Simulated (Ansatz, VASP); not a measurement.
# One calculation of FeO, two programs

```
Fe O
1.0
     0.00000    2.15540    2.15540
     2.15540    0.00000    2.15540
     2.15540    2.15540    0.00000
Fe O
1 1
Direct
  0.00000 0.00000 0.00000
  0.50000 0.50000 0.50000
```

Alike in both runs: task single point; functional PBE; k mesh 8 × 8 × 8; occupations gaussian, width 0.05 eV; collinear spin; Hubbard terms Fe d U = 8.0 eV.

|  | VASP | Ansatz |
| --- | --- | --- |
| version | VASP 6.6.1 | Ansatz 0.2.0 |
| potentials or method | VASP PAW PBE potentials, release 64 (Fe, O), cutoff 520 eV | scalar-relativistic, plane waves, PAW |
| valence electrons in the cell | 14 | 22 |

```csv
,VASP,Ansatz,Ansatz less VASP
gap on the k mesh at the Fermi level (eV),none,none,-
pressure (GPa),-3.0,6.5,+9.46
net moment per atom (μB),2.00,2.00,0.000
size of the moment on the site where the two differ most (μB),4.01,3.59,-0.418
```

Site moments also hang on the region over which each program counts them. The programs project onto different local orbitals, so the same U acts differently, and such runs can settle in different states. A gap of «none» marks a metal or a gap that the smearing closes. VASP's potentials hold 14 valence electrons a cell and Ansatz's 22, so a difference there can come from the potentials and not from the codes. Ansatz's warnings: filled band counts differ across k points.
